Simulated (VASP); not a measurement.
Write the native input for VASP 6.6.1 that does the following.

* Task: single point
* Functional: LDA
* Potentials or basis: VASP PAW LDA potentials, release 64 (Nb_sv)
* Cutoff: 520 eV
* k mesh: 14 × 14 × 7
* Occupations: fermi-dirac, width 0.1 eV
* Spin: no spin polarisation
* Dipole correction: no
* Further INCAR settings: ALGO = Normal; EDIFF = 1e-06; NBANDS = 20

The structure of Nb lies in POSCAR:

```
Nb
1.0
    2.7735152660      0.0000000000      0.0000000000
   -1.3867576330      2.4019346782      0.0000000000
    0.0000000000      0.0000000000      5.0907759135
Nb
2
Direct
    0.3333333333      0.6666666667      0.2500000000
    0.6666666667      0.3333333333      0.7500000000
```

This isn't the form of Nb at room conditions, which is bcc.

One way to write it, as run:

INCAR

```
ALGO = Normal
EDIFF = 1E-6
ENCUT = 520
ISIF = 2
ISMEAR = -1
LASPH = T
LCHARG = F
LREAL = F
LWAVE = F
NBANDS = 20
NELM = 60
PREC = Accurate
SIGMA = 0.1
```

KPOINTS

```
k-points
0
Gamma
  14 14 7
```

Potentials or basis: VASP PAW LDA potentials, release 64 (Nb_sv).

Launch:

```sh
$ cat potpaw_LDA.64/Nb_sv/POTCAR > POTCAR
$ mpirun -np 1 vasp_std > vasp.out
```

It gave:

- Pressure: 7.7 GPa
- Band gap on the k mesh: zero (bands 13 and 14 overlap by 2.62 eV)

Caveat: the cell stands under pressure.

It took 91 s on 1 thread of Intel Xeon 8259CL (shared host), peak memory 0.18 GiB.
